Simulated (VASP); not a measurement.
# Rb (Im-3m) in VASP: notebook

Runs on Rb. Level: PBEsol. Tasks: single point, relaxation of cell and atoms.

Everything below comes from runs of VASP 6.6.1. Logs are shortened: lines on timing, memory, paths and dates and some standing lists are left out, and cuts for length are marked.

### 1 The cell of the first run

Symmetry: Im-3m, No. 229, cubic system. Conventional cell: a = 5.605 Å, b = 5.605 Å, c = 5.605 Å, α = 90.00°, β = 90.00°, γ = 90.00°.

### 2 Single point, PBEsol

INCAR reads:

```
  PREC = Accurate
  ENCUT = 520
  EDIFF = 1E-6
  ISMEAR = 1
  SIGMA = 0.05
  LREAL = False
  LASPH = True
  NELM = 60
  ALGO = Normal
  ISIF = 2
  LWAVE = False
  LCHARG = False
  GGA = PS
  NBANDS = 10
```

KPOINTS reads:

```
regular mesh
0
Gamma
  10 10 10
```

POSCAR reads:

```
Rb
1.0
   -2.8025000000      2.8025000000      2.8025000000
    2.8025000000     -2.8025000000      2.8025000000
    2.8025000000      2.8025000000     -2.8025000000
Rb
1
Direct
    0.0000000000      0.0000000000      0.0000000000
```

Potentials or basis: VASP PAW PBE potentials, release 64 (Rb_sv).

Command:

```
$ cat potpaw_PBE.64/Rb_sv/POTCAR > POTCAR
$ mpirun -np 1 vasp_std > vasp.out
```

OUTCAR:

```text
PREC = Accurate
   ENCUT = 520
   EDIFF = 1E-6
   ISMEAR = 1
   LREAL = False
   LASPH = True
   NELM = 60
   ISIF = 2
   GGA = PS

 ion  position               nearest neighbor table
   1  0.000  0.000  0.000-

  LATTYP: Found a body centered cubic cell.
 ALAT       =     5.6050000000

  Lattice vectors:

 A1 = (  -2.8025000000,   2.8025000000,   2.8025000000)
 A2 = (   2.8025000000,  -2.8025000000,   2.8025000000)
 A3 = (   2.8025000000,   2.8025000000,  -2.8025000000)

Analysis of symmetry for initial positions (statically):
=====================================================================
 Subroutine PRICEL returns:
 Original cell was already a primitive cell.

 Routine SETGRP: Setting up the symmetry group for a
 body centered cubic supercell.

 Subroutine GETGRP returns: Found 48 space group operations
 (whereof 48 operations were pure point group operations)
 out of a pool of 48 trial point group operations.

The static configuration has the point symmetry O_h .

Analysis of symmetry for dynamics (positions and initial velocities):
=====================================================================
 Subroutine PRICEL returns:
 Original cell was already a primitive cell.

 Routine SETGRP: Setting up the symmetry group for a
 body centered cubic supercell.

 Subroutine GETGRP returns: Found 48 space group operations
 (whereof 48 operations were pure point group operations)
 out of a pool of 48 trial point group operations.

The dynamic configuration has the point symmetry O_h .

 Subroutine INISYM returns: Found 48 space group operations
 (whereof 48 operations are pure point group operations),
 and found     1 'primitive' translations

----------------------------------------------------------------------------------------

                                     Primitive cell

  volume of cell :      88.0434

  direct lattice vectors                    reciprocal lattice vectors
    -2.802500000  2.802500000  2.802500000     0.000000000  0.178412132  0.178412132
     2.802500000 -2.802500000  2.802500000     0.178412132  0.000000000  0.178412132
     2.802500000  2.802500000 -2.802500000     0.178412132  0.178412132  0.000000000

  length of vectors
     4.854072388  4.854072388  4.854072388     0.252312857  0.252312857  0.252312857

[... 75 lines left out ...]
   LASPH  =      T    aspherical Exc in radial PAW
   ENCUT  =  520.0 eV  38.22 Ry    6.18 a.u.   9.03  9.03  9.03*2*pi/ulx,y,z
   NELM   =     60;   NELMIN=  2; NELMDL= -5     # of ELM steps
   EDIFF  = 0.1E-05   stopping-criterion for ELM
   LREAL  =      F    real-space projection
   EDIFFG = 0.1E-04   stopping-criterion for IOM
   NSW    =      0    number of steps for IOM
   IBRION =     -1    ionic relax: 0-MD 1-quasi-New 2-CG
   NFREE  =      0    steps in history (QN), initial steepest desc. (CG)
   ISIF   =      2    stress and relaxation
   ISYM   =      2    0-nonsym 1-usesym 2-fastsym
   POTIM  = 0.5000    time-step for ionic-motion
   TEBEG  =    0.0;   TEEND  =   0.0 temperature during run
   PSTRESS=    0.0 pullay stress
   NELECT =       9.0000    total number of electrons
   NUPDOWN=      -1.0000    fix difference up-down
   EMIN   =  10.00;   EMAX   =-10.00  energy-range for DOS
   EFERMI =   0.00;   METHOD = LEGACY
   ISMEAR =     1;   SIGMA  =   0.05  broadening in eV -4-tet -1-fermi 0-gaus
   EFERMI_NEDOS =   21; number of points for ismear=-14 and -15
   IALGO  =     38    algorithm
   IMIX   =      4    mixing-type and parameters
     AMIX     =   0.40;   BMIX     =  1.00
     AMIX_MAG =   1.60;   BMIX_MAG =  1.00
  volume/ion in A,a.u.               =      88.04       594.15
  Fermi-wavevector in a.u.,A,eV,Ry     =   0.765462  1.446513  7.972081  0.585931
  Thomas-Fermi vector in A             =   1.865587
   LORBIT       =      0    0 simple, 1 ext, 2 COOP (PROOUT), +10 PAW based schemes
   GGA     = PS    functional components
   LHFCALC =     F    Hartree Fock is set to
   AEXX    =    0.0000 exact exchange contribution
   IVDW    =     0    specifies the selected vdW correction
   LEPSILON=     F    determine dielectric tensor
   LRPA    =     F    only Hartree local field effects (RPA)
 non-spin polarized calculation
 Methfessel and Paxton  Order N= 1 SIGMA  =   0.05
  energy-cutoff  :      520.00
  volume of cell :       88.04
 maximum number of plane-waves:      2396
   NGX = 19   NGY = 19   NGZ = 19

 number of electron       9.0000000 magnetization

 Free energy of the ion-electron system (eV)
  ---------------------------------------------------
  ext. energy  EPLUGINS =         0.00000000
  ---------------------------------------------------
  free energy    TOTEN  =        -1.02039838 eV

  energy without entropy =       -1.01960928  energy(sigma->0) =       -1.02013535

 E-fermi :   0.0213     XC(G=0):  -5.6038

 val. band max:        0.0191023182   @ k =  -0.3000   0.4000   0.2000
 cond. band min:       0.1021787422   @ k =  -0.4000   0.4000   0.2000
 fundamental gap:      0.0830764240
 Fermi energy:         0.0212543582

 k-point     1 :       0.0000    0.0000    0.0000
  band No.  band energies     occupation
      1     -28.8199      2.00000
      2     -12.8634      2.00000
      3     -12.8634      2.00000
      4     -12.8634      2.00000
      5      -2.0005      2.00000
      6       3.7299      0.00000
      7       3.7299      0.00000
      8       3.7299      0.00000
      9       4.6996      0.00000
     10       4.6996      0.00000
[... 287 lines left out ...]
 k-point    24 :      -0.3000    0.3000    0.1000
  band No.  band energies     occupation
      1     -28.8163      2.00000
      2     -12.9334      2.00000
      3     -12.8908      2.00000
      4     -12.8716      2.00000
      5      -0.8660      2.00000
      6       2.1516      0.00000
      7       2.9423      0.00000
      8       3.8251      0.00000
      9       4.7050      0.00000
     10       5.1420      0.00000

 [... further k-points ...]
[... 5 lines left out ...]
  --------------------------------------------------------------------------------------
  -------------------------------------------------------------------------------------
  Total       -0.0264547     -0.0264547     -0.0264547      0.0000000     -0.0000000     -0.0000000
  in kB       -0.4814112     -0.4814112     -0.4814112      0.0000000     -0.0000000     -0.0000000
  external PRESSURE =      -0.4814112 kB  Pullay stress =       0.0000000 kB

 VOLUME and BASIS-vectors are now :
 -----------------------------------------------------------------------------
  energy-cutoff  :      520.00
  volume of cell :       88.04
      direct lattice vectors                 reciprocal lattice vectors
    -2.802500000  2.802500000  2.802500000     0.000000000  0.178412132  0.178412132
     2.802500000 -2.802500000  2.802500000     0.178412132  0.000000000  0.178412132
     2.802500000  2.802500000 -2.802500000     0.178412132  0.178412132  0.000000000

 POSITION                                       TOTAL-FORCE (eV/Angst)
 -----------------------------------------------------------------------------------
      0.00000      0.00000      0.00000        -0.000000      0.000000      0.000000
 -----------------------------------------------------------------------------------
    total drift:                               -0.000000      0.000000      0.000000

  FREE ENERGIE OF THE ION-ELECTRON SYSTEM (eV)
  ---------------------------------------------------
  free  energy   TOTEN  =        -1.0203983800 eV

  energy  without entropy=       -1.0196092763  energy(sigma->0) =       -1.02013535
```

Run time: 14 s. Hardware: 1 thread of Intel Xeon Platinum 8488C (Sapphire Rapids), shared host; peak memory 0.21 GiB.

Results:

```
Free energy : -1.0204 eV
Pressure    : 0.0 GPa
```

Levels at points of the mesh, in eV from the Fermi level:
| k point | band 2 | band 3 | band 4 | band 5 | band 6 | band 7 | band 8 | band 9 |
| --- | --- | --- | --- | --- | --- | --- | --- | --- |
| (0.00, 0.00, 0.00) | -12.88 | -12.88 | -12.88 | -2.02 | 3.71 | 3.71 | 3.71 | 4.68 |
| (0.50, 0.00, 0.00) | -12.99 | -12.92 | -12.88 | 0.23 | 0.80 | 2.59 | 4.33 | 5.25 |
| (0.50, 0.50, 0.50) | -12.96 | -12.96 | -12.96 | 1.24 | 1.24 | 3.32 | 3.32 | 3.32 |

Caveat: the PAW data sets were made with another functional, which shifts forces and pressure a little.

### 3 Relaxation of cell and atoms, PBEsol

INCAR reads:

```
ALGO = Normal
EDIFF = 1E-7
EDIFFG = -0.03
ENCUT = 600
GGA = PS
IBRION = 2
ISIF = 3
ISMEAR = 1
LASPH = T
LCHARG = F
LREAL = F
LWAVE = F
NELM = 100
NSW = 80
PREC = Accurate
SIGMA = 0.05
```

KPOINTS reads:

```
k-points
0
Gamma
  10 10 10
```

POSCAR is that of step 2.

Potentials or basis: VASP PAW PBE potentials, release 64 (Rb_sv).

Command:

```
$ cat potpaw_PBE.64/Rb_sv/POTCAR > POTCAR
$ mpirun -np 1 vasp_std > vasp.out
```

OUTCAR:

```text
EDIFF = 1E-7
   EDIFFG = -0.03
   ENCUT = 600
   GGA = PS
   IBRION = 2
   ISIF = 3
   ISMEAR = 1
   LASPH = T
   LREAL = F
   NELM = 100
   NSW = 80
   PREC = Accurate

 ion  position               nearest neighbor table
   1  0.000  0.000  0.000-

  LATTYP: Found a body centered cubic cell.
 ALAT       =     5.6050000000

  Lattice vectors:

 A1 = (  -2.8025000000,   2.8025000000,   2.8025000000)
 A2 = (   2.8025000000,  -2.8025000000,   2.8025000000)
 A3 = (   2.8025000000,   2.8025000000,  -2.8025000000)

Analysis of symmetry for initial positions (statically):
=====================================================================
 Subroutine PRICEL returns:
 Original cell was already a primitive cell.

 Routine SETGRP: Setting up the symmetry group for a
 body centered cubic supercell.

 Subroutine GETGRP returns: Found 48 space group operations
 (whereof 48 operations were pure point group operations)
 out of a pool of 48 trial point group operations.

The static configuration has the point symmetry O_h .

Analysis of symmetry for dynamics (positions and initial velocities):
=====================================================================
 Subroutine PRICEL returns:
[... 157 lines left out ...]

 val. band max:        0.0190411796   @ k =  -0.3000   0.4000   0.2000
 cond. band min:       0.1021183633   @ k =  -0.4000   0.4000   0.2000
 fundamental gap:      0.0830771837
 Fermi energy:         0.0211915456

 k-point     1 :       0.0000    0.0000    0.0000
  band No.  band energies     occupation
      1     -28.8197      2.00000
      2     -12.8631      2.00000
      3     -12.8631      2.00000
      4     -12.8631      2.00000
      5      -2.0005      2.00000
      6       3.7299      0.00000
      7       3.7299      0.00000
      8       3.7299      0.00000
[... 243 lines left out ...]
 k-point    24 :      -0.3000    0.3000    0.1000
  band No.  band energies     occupation
      1     -28.8160      2.00000
      2     -12.9332      2.00000
      3     -12.8906      2.00000
      4     -12.8713      2.00000
      5      -0.8661      2.00000
      6       2.1516      0.00000
      7       2.9422      0.00000
      8       3.8250      0.00000

 [... further k-points ...]
[... 5 lines left out ...]
  --------------------------------------------------------------------------------------
  -------------------------------------------------------------------------------------
  Total       -0.0262180     -0.0262180     -0.0262180     -0.0000000     -0.0000000     -0.0000000
  in kB       -0.4771037     -0.4771037     -0.4771037     -0.0000000     -0.0000000     -0.0000000
  external PRESSURE =      -0.4771037 kB  Pullay stress =       0.0000000 kB

 VOLUME and BASIS-vectors are now :
 -----------------------------------------------------------------------------
  energy-cutoff  :      600.00
  volume of cell :       88.04
      direct lattice vectors                 reciprocal lattice vectors
    -2.802500000  2.802500000  2.802500000     0.000000000  0.178412132  0.178412132
     2.802500000 -2.802500000  2.802500000     0.178412132  0.000000000  0.178412132
     2.802500000  2.802500000 -2.802500000     0.178412132  0.178412132  0.000000000

 POSITION                                       TOTAL-FORCE (eV/Angst)
 -----------------------------------------------------------------------------------
      0.00000      0.00000      0.00000         0.000000      0.000000     -0.000000
 -----------------------------------------------------------------------------------
    total drift:                                0.000000     -0.000000     -0.000000

  FREE ENERGIE OF THE ION-ELECTRON SYSTEM (eV)
  ---------------------------------------------------
  free  energy   TOTEN  =        -1.0203699121 eV

  energy  without entropy=       -1.0195808086  energy(sigma->0) =       -1.02010688

 reached required accuracy - stopping structural energy minimisation
```

OSZICAR:

```text
N       E                     dE             d eps       ncg     rms          rms(c)
DAV:   1     0.482535424911E+02    0.48254E+02   -0.36886E+03   752   0.928E+02
DAV:   2     0.167171517318E+01   -0.46582E+02   -0.45605E+02   864   0.143E+02
DAV:   3    -0.939339291845E+00   -0.26111E+01   -0.26092E+01  1032   0.403E+01
DAV:   4    -0.101978390931E+01   -0.80445E-01   -0.80186E-01  1240   0.563E+00
DAV:   5    -0.102048840638E+01   -0.70450E-03   -0.70397E-03  1128   0.377E-01    0.118E+00
DAV:   6    -0.102002426670E+01    0.46414E-03   -0.22028E-03  1176   0.316E-01    0.715E-01
DAV:   7    -0.102028786668E+01   -0.26360E-03   -0.41240E-03  1120   0.437E-01    0.525E-02
DAV:   8    -0.102036524830E+01   -0.77382E-04   -0.16210E-04  1024   0.136E-01    0.141E-02
DAV:   9    -0.102036974858E+01   -0.45003E-05   -0.52621E-06  1280   0.194E-02    0.412E-03
DAV:  10    -0.102036987896E+01   -0.13038E-06   -0.19344E-06   984   0.950E-03    0.493E-04
DAV:  11    -0.102036991213E+01   -0.33179E-07   -0.70259E-08   912   0.213E-03
   1 F= -.10203699E+01 E0= -.10201069E+01  d E =-.102037E+01
```

It took 22 s on 1 thread of Intel Xeon Platinum 8488C (Sapphire Rapids), shared host; peak memory 0.25 GiB.

What came out:

```
Free energy             : -1.0204 eV
Pressure after relaxing : 0.0 GPa
```

Final structure:
```yaml
crystal:
  lattice:
    - [-2.80250, 2.80250, 2.80250]
    - [2.80250, -2.80250, 2.80250]
    - [2.80250, 2.80250, -2.80250]
  atoms:
    - { symbol: Rb, position: [0.00000, 0.00000, 0.00000] }
```

Caveat: the relaxation stopped at its first step, so nothing moved; the PAW data sets were made with another functional, which shifts forces and pressure a little.
